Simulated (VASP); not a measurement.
# Cu in VASP: single point with PBE

Aim: the single point of Cu with PBE.

Everything below comes from runs of VASP 6.6.1. Logs are shortened: lines on timing, memory, paths and dates and some standing lists are left out, and cuts for length are marked.

### Step 1. The cell of the first run

The cell holds a slab with vacuum, 16 atoms: a = 5.105 Å, b = 5.105 Å, c = 17.415 Å, α = 90.00°, β = 90.00°, γ = 90.00°.

### Step 2. Single point, PBE

INCAR

```
PREC = Accurate
ENCUT = 520
EDIFF = 1E-6
ISMEAR = -1
SIGMA = 0.15
LREAL = Auto
LASPH = T
NELM = 100
ALGO = Normal
ISIF = 2
LWAVE = F
LCHARG = F
GGA = PE
NBANDS = 102
```

KPOINTS

```
regular mesh
0
Gamma
  3 3 1
```

POSCAR

```
Cu
1.0
    5.1053110000      0.0000000000      0.0000000000
    0.0000000000      5.1053110000      0.0000000000
    0.0000000000      0.0000000000     17.4150000000
Cu
16
Direct
    0.2500000000      0.2500000000      0.0574217750
    0.7500000000      0.2500000000      0.0574217750
    0.2500000000      0.7500000000      0.0574217750
    0.7500000000      0.7500000000      0.0574217750
    0.0000000000      0.0000000000      0.1592435507
    0.5000000000      0.0000000000      0.1592435507
    0.0000000000      0.5000000000      0.1592435507
    0.5000000000      0.5000000000      0.1592435507
    0.2500000000      0.2500000000      0.2645427114
    0.7500000000      0.2500000000      0.2645427114
    0.2500000000      0.7500000000      0.2645427114
    0.7500000000      0.7500000000      0.2645427114
    0.0000000000      0.0000000000      0.3663626954
    0.5000000000      0.0000000000      0.3663626954
    0.0000000000      0.5000000000      0.3663626954
    0.5000000000      0.5000000000      0.3663626954
```

Potentials or basis: VASP PAW PBE potentials, release 64 (Cu).

The run is started by

```bash
$ cat potpaw_PBE.64/Cu/POTCAR > POTCAR
$ mpirun -np 1 vasp_std > vasp.out
```

OUTCAR:

```text
PREC = Accurate
   ENCUT = 520
   EDIFF = 1E-6
   ISMEAR = -1
   LREAL = Auto
   LASPH = T
   NELM = 100
   ISIF = 2
   GGA = PE

 ion  position               nearest neighbor table
   1  0.250  0.250  0.057-   5 2.53   6 2.53   7 2.53   8 2.53   2 2.55   3 2.55   3 2.55   2 2.55

   2  0.750  0.250  0.057-   5 2.53   6 2.53   7 2.53   8 2.53   1 2.55   4 2.55   4 2.55   1 2.55

   3  0.250  0.750  0.057-   5 2.53   6 2.53   7 2.53   8 2.53   1 2.55   4 2.55   1 2.55   4 2.55
[... 23 lines left out ...]
  15  0.000  0.500  0.366-   9 2.53  10 2.53  11 2.53  12 2.53  13 2.55  16 2.55  13 2.55  16 2.55

  16  0.500  0.500  0.366-   9 2.53  10 2.53  11 2.53  12 2.53  14 2.55  15 2.55  14 2.55  15 2.55

  LATTYP: Found a simple tetragonal cell.
 ALAT       =     5.1053110000
 C/A-ratio  =     3.4111536006

  Lattice vectors:

 A1 = (   5.1053110000,   0.0000000000,   0.0000000000)
 A2 = (   0.0000000000,   5.1053110000,   0.0000000000)
 A3 = (   0.0000000000,   0.0000000000,  17.4150000000)

Analysis of symmetry for initial positions (statically):
=====================================================================
 Subroutine PRICEL returns following result:

  LATTYP: Found a simple tetragonal cell.
 ALAT       =     2.5526555000
 C/A-ratio  =     6.8223072013

  Lattice vectors:

 A1 = (   2.5526555000,   0.0000000000,   0.0000000000)
 A2 = (   0.0000000000,   2.5526555000,   0.0000000000)
 A3 = (   0.0000000000,   0.0000000000,  17.4150000000)

   4 primitive cells build up your supercell.

 Routine SETGRP: Setting up the symmetry group for a
 simple tetragonal supercell.

 Subroutine GETGRP returns: Found 16 space group operations
 (whereof  8 operations were pure point group operations)
 out of a pool of 16 trial point group operations.

The static configuration has the point symmetry C_4v.
 The point group associated with its full space group is D_4h.

Analysis of symmetry for dynamics (positions and initial velocities):
=====================================================================
 Subroutine PRICEL returns following result:

  LATTYP: Found a simple tetragonal cell.
 ALAT       =     2.5526555000
 C/A-ratio  =     6.8223072013

  Lattice vectors:

 A1 = (   2.5526555000,   0.0000000000,   0.0000000000)
 A2 = (   0.0000000000,   2.5526555000,   0.0000000000)
 A3 = (   0.0000000000,   0.0000000000,  17.4150000000)

   4 primitive cells build up your supercell.

 Routine SETGRP: Setting up the symmetry group for a
 simple tetragonal supercell.

 Subroutine GETGRP returns: Found 16 space group operations
 (whereof  8 operations were pure point group operations)
 out of a pool of 16 trial point group operations.

The dynamic configuration has the point symmetry C_4v.
 The point group associated with its full space group is D_4h.

 Subroutine INISYM returns: Found 16 space group operations
 (whereof  8 operations are pure point group operations),
 and found     4 'primitive' translations

----------------------------------------------------------------------------------------

                                     Primitive cell

  volume of cell :     113.4770

  direct lattice vectors                    reciprocal lattice vectors
     2.552655500  0.000000000  0.000000000     0.391748906  0.000000000  0.000000000
     0.000000000  2.552655500  0.000000000     0.000000000  0.391748906  0.000000000
     0.000000000  0.000000000 17.415000000     0.000000000  0.000000000  0.057421763

  length of vectors
     2.552655500  2.552655500 17.415000000     0.391748906  0.391748906  0.057421763

  position of ions in fractional coordinates (direct lattice)
     0.500000000  0.500000000  0.057421775
     0.000000000  0.000000000  0.159243551
     0.500000000  0.500000000  0.264542711
     0.000000000  0.000000000  0.366362695

  ion indices of the primitive-cell ions
   primitive index   ion index
                 1           1
                 2           5
                 3           9
                 4          13

----------------------------------------------------------------------------------------

 KPOINTS: regular mesh

Automatic generation of k-mesh.
 Grid dimensions read from file:
 generate k-points for:    3    3    1

 Generating k-lattice:

  Cartesian coordinates                     Fractional coordinates (reciprocal lattice)
     0.065291484  0.000000000  0.000000000     0.333333333  0.000000000  0.000000000
     0.000000000  0.065291484  0.000000000     0.000000000  0.333333333  0.000000000
     0.000000000  0.000000000  0.057421763     0.000000000  0.000000000  1.000000000

  Length of vectors
     0.065291484  0.065291484  0.057421763

  Shift w.r.t. Gamma in fractional coordinates (k-lattice)
     0.000000000  0.000000000  0.000000000

 Subroutine IBZKPT returns following result:
 ===========================================

 Found      3 irreducible k-points:

 Following reciprocal coordinates:
            Coordinates               Weight
  0.000000  0.000000  0.000000      1.000000
  0.333333  0.000000  0.000000      4.000000
  0.333333  0.333333  0.000000      4.000000
   k-points           NKPTS =      3   k-points in BZ     NKDIM =      3   number of bands    NBANDS=    102
   number of dos      NEDOS =    301   number of ions     NIONS =     16
   total plane-waves  NPLWV = 224000
   dimension x,y,z NGX =    40 NGY =   40 NGZ =  140
   dimension x,y,z NGXF=    80 NGYF=   80 NGZF=  280
   ions per type =              16
   NGX,Y,Z   is equivalent  to a cutoff of  13.03, 13.03, 13.36 a.u.
   NGXF,Y,Z  is equivalent  to a cutoff of  26.05, 26.05, 26.73 a.u.
 SYSTEM =  unknown system
   PREC   = accura    normal or accurate (medium, high low for compatibility)
   ISTART =      0    job   : 0-new  1-cont  2-samecut
   ICHARG =      2    charge: 1-file 2-atom 10-const
   ISPIN  =      1    spin polarized calculation?
   LNONCOLLINEAR =      F non collinear calculations
   LSORBIT =      F    spin-orbit coupling
   LASPH  =      T    aspherical Exc in radial PAW
   ENCUT  =  520.0 eV  38.22 Ry    6.18 a.u.   9.49  9.49 32.38*2*pi/ulx,y,z
   NELM   =    100;   NELMIN=  2; NELMDL= -5     # of ELM steps
   EDIFF  = 0.1E-05   stopping-criterion for ELM
   LREAL  =      T    real-space projection
   EDIFFG = 0.1E-04   stopping-criterion for IOM
   NSW    =      0    number of steps for IOM
   IBRION =     -1    ionic relax: 0-MD 1-quasi-New 2-CG
   NFREE  =      0    steps in history (QN), initial steepest desc. (CG)
   ISIF   =      2    stress and relaxation
   ISYM   =      2    0-nonsym 1-usesym 2-fastsym
   POTIM  = 0.5000    time-step for ionic-motion
   TEBEG  =    0.0;   TEEND  =   0.0 temperature during run
   PSTRESS=    0.0 pullay stress
   NELECT =     176.0000    total number of electrons
   NUPDOWN=      -1.0000    fix difference up-down
   EMIN   =  10.00;   EMAX   =-10.00  energy-range for DOS
   EFERMI =   0.00;   METHOD = LEGACY
   ISMEAR =    -1;   SIGMA  =   0.15  broadening in eV -4-tet -1-fermi 0-gaus
   EFERMI_NEDOS =   21; number of points for ismear=-14 and -15
   IALGO  =     38    algorithm
   IMIX   =      4    mixing-type and parameters
     AMIX     =   0.40;   BMIX     =  1.00
     AMIX_MAG =   1.60;   BMIX_MAG =  1.00
  volume/ion in A,a.u.               =      28.37       191.45
  Fermi-wavevector in a.u.,A,eV,Ry     =   1.193777  2.255911 19.389700  1.425103
  Thomas-Fermi vector in A             =   2.329783
   LORBIT       =      0    0 simple, 1 ext, 2 COOP (PROOUT), +10 PAW based schemes
   GGA     = PE    functional components
   LHFCALC =     F    Hartree Fock is set to
   AEXX    =    0.0000 exact exchange contribution
   IVDW    =     0    specifies the selected vdW correction
   LEPSILON=     F    determine dielectric tensor
   LRPA    =     F    only Hartree local field effects (RPA)
 non-spin polarized calculation
  energy-cutoff  :      520.00
  volume of cell :      453.91
 maximum number of plane-waves:     12269
 NGX is ok and might be reduce to    40
   NGX = 19   NGY = 19   NGZ = 65

 number of electron     175.9999724 magnetization

 Free energy of the ion-electron system (eV)
  ---------------------------------------------------
  ext. energy  EPLUGINS =         0.00000000
  ---------------------------------------------------
  free energy    TOTEN  =       -54.83513813 eV

  energy without entropy =      -54.31792782  energy(sigma->0) =      -54.57653297

 E-fermi :   0.6841     XC(G=0):  -6.3659

 val. band max:        0.5274851831   @ k =   0.0000   0.0000   0.0000
 cond. band min:       0.7532205554   @ k =   0.3333   0.3333   0.0000
 fundamental gap:      0.2257353724
 Fermi energy:         0.6840918183

 k-point     1 :       0.0000    0.0000    0.0000
  band No.  band energies     occupation
      1      -8.1977      2.00000
      2      -6.5647      2.00000
      3      -4.5733      2.00000
      4      -4.3458      2.00000
      5      -4.3458      2.00000
      6      -4.3458      2.00000
[... 92 lines left out ...]
     99       3.9153      0.00000
    100       4.8769      0.00000

 k-point     2 :       0.3333    0.0000    0.0000
  band No.  band energies     occupation
      1      -7.5452      2.00000
      2      -5.9744      2.00000
      3      -5.8082      2.00000
      4      -4.7261      2.00000
      5      -4.1375      2.00000
      6      -3.9976      2.00000
[... 92 lines left out ...]
     99       4.3862      0.00000
    100       4.6221      0.00000

 k-point     3 :       0.3333    0.3333    0.0000
  band No.  band energies     occupation
      1      -6.9138      2.00000
      2      -5.4063      2.00000
      3      -5.2889      2.00000
      4      -5.2889      2.00000
      5      -4.3253      2.00000
      6      -4.2765      2.00000
[... 92 lines left out ...]
     99       5.3497      0.00000
    100       5.5104      0.00000
 [bands above 100 left out]

------------------------ aborting loop because EDIFF is reached ----------------------------------------

  FORCE on cell =-STRESS in cart. coord.  units (eV):
  Direction    XX          YY          ZZ          XY          YZ          ZX
  --------------------------------------------------------------------------------------
  -------------------------------------------------------------------------------------
  Total       -2.8181473     -2.8181473      0.4607518      0.0000000      0.0000000     -0.0000000
  in kB       -9.9473267     -9.9473267      1.6263339      0.0000000      0.0000000     -0.0000000
  external PRESSURE =      -6.0894398 kB  Pullay stress =       0.0000000 kB

 VOLUME and BASIS-vectors are now :
 -----------------------------------------------------------------------------
  energy-cutoff  :      520.00
  volume of cell :      453.91
      direct lattice vectors                 reciprocal lattice vectors
     5.105311000  0.000000000  0.000000000     0.195874453  0.000000000  0.000000000
     0.000000000  5.105311000  0.000000000     0.000000000  0.195874453  0.000000000
     0.000000000  0.000000000 17.415000000     0.000000000  0.000000000  0.057421763

 POSITION                                       TOTAL-FORCE (eV/Angst)
 -----------------------------------------------------------------------------------
      1.27633      1.27633      1.00000        -0.000000     -0.000000     -0.027835
      3.82898      1.27633      1.00000         0.000000      0.000000     -0.027835
      1.27633      3.82898      1.00000         0.000000      0.000000     -0.027835
      3.82898      3.82898      1.00000         0.000000     -0.000000     -0.027835
      0.00000      0.00000      2.77323         0.000000      0.000000      0.004130
      2.55266      0.00000      2.77323         0.000000      0.000000      0.004130
[... 8 lines left out ...]
      0.00000      2.55266      6.38021        -0.000000      0.000000      0.027835
      2.55266      2.55266      6.38021        -0.000000     -0.000000      0.027835
 -----------------------------------------------------------------------------------
    total drift:                               -0.000000      0.000000      0.056609

  FREE ENERGIE OF THE ION-ELECTRON SYSTEM (eV)
  ---------------------------------------------------
  free  energy   TOTEN  =       -54.8351381266 eV

  energy  without entropy=      -54.3179278189  energy(sigma->0) =      -54.57653297
```

Wall time 3.8 min (1 thread of Intel Xeon Platinum 8488C (Sapphire Rapids), shared host); peak memory 0.51 GiB.

Results:

```
Free energy            : -54.8351 eV
Largest force          : 0.028 eV/Å
Band gap on the k mesh : zero (band 88 reaches 0.79 eV, above the bottom of band 89 at 0.53 eV)
```

Forces in eV/Å, atoms in the order of the input:
```
Cu   0.000  0.000 -0.028
Cu   0.000  0.000 -0.028
Cu   0.000  0.000 -0.028
Cu   0.000  0.000 -0.028
Cu   0.000  0.000  0.004
Cu   0.000  0.000  0.004
Cu   0.000  0.000  0.004
Cu   0.000  0.000  0.004
Cu   0.000  0.000 -0.004
Cu   0.000  0.000 -0.004
Cu   0.000  0.000 -0.004
Cu   0.000  0.000 -0.004
Cu   0.000  0.000  0.028
Cu   0.000  0.000  0.028
Cu   0.000  0.000  0.028
Cu   0.000  0.000  0.028
```

Caveat: the k points lie up to 0.41 Å⁻¹ apart.
